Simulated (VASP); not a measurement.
Wanted: the native input for a VASP 6.6.1 run.

```yaml
Task: single point
Functional: revPBE
Potentials_or_basis: VASP PAW PBE potentials, release 64 (Ta_pv, V_sv)
Cutoff: 520 eV
k_mesh: 7 × 7 × 5
Occupations: fermi-dirac, width 0.05 eV
Spin: collinear spin, ferromagnetic start
Starting_moments: "[0.0, 2.0] μB"
Dipole_correction: no
Further_INCAR_settings: ALGO = Normal; EDIFF = 1e-07; NBANDS = 23
```

The structure of TaV lies in POSCAR:

```
TaV
1.0
    1.6189109479     -2.3155539747      0.0000000000
    1.6189109479      2.3155539747      0.0000000000
    0.0000000000      0.0000000000      4.3539569562
Ta V
1 1
Direct
    0.0000000000      0.0000000000      0.0000000000
    0.5000000000      0.5000000000      0.5000000000
```

The input as run:

INCAR

```
SYSTEM = TaV
PREC = Accurate
ENCUT = 520
EDIFF = 1E-7
ISMEAR = -1
SIGMA = 0.05
LREAL = .FALSE.
LASPH = .TRUE.
NELM = 150
ALGO = Normal
ISIF = 2
LWAVE = .FALSE.
LCHARG = .FALSE.
ISPIN = 2
MAGMOM = 0 2
LORBIT = 11
LMAXMIX = 4
GGA = RE
NBANDS = 23
```

KPOINTS

```
regular mesh
0
G
  7 7 5
  0 0 0
```

Potentials or basis: VASP PAW PBE potentials, release 64 (Ta_pv, V_sv).

Launch:

```sh
$ cat potpaw_PBE.64/Ta_pv/POTCAR potpaw_PBE.64/V_sv/POTCAR > POTCAR
$ mpirun -np 1 vasp_std > vasp.out
```

It gave:

* Pressure: 0.2 GPa
* Net moment: 0.53 μB per cell
* Site moments: Ta +0.02; V +0.42 μB
* Valence electrons inside the program's atomic spheres: Ta 8.97; V 11.50

Caveat: the PAW data sets were made with another functional, which shifts forces and pressure a little.

Run time: 47 s on 1 thread of Oxide Virtual Turin-like Processor, on a shared host, peak memory 0.17 GiB.
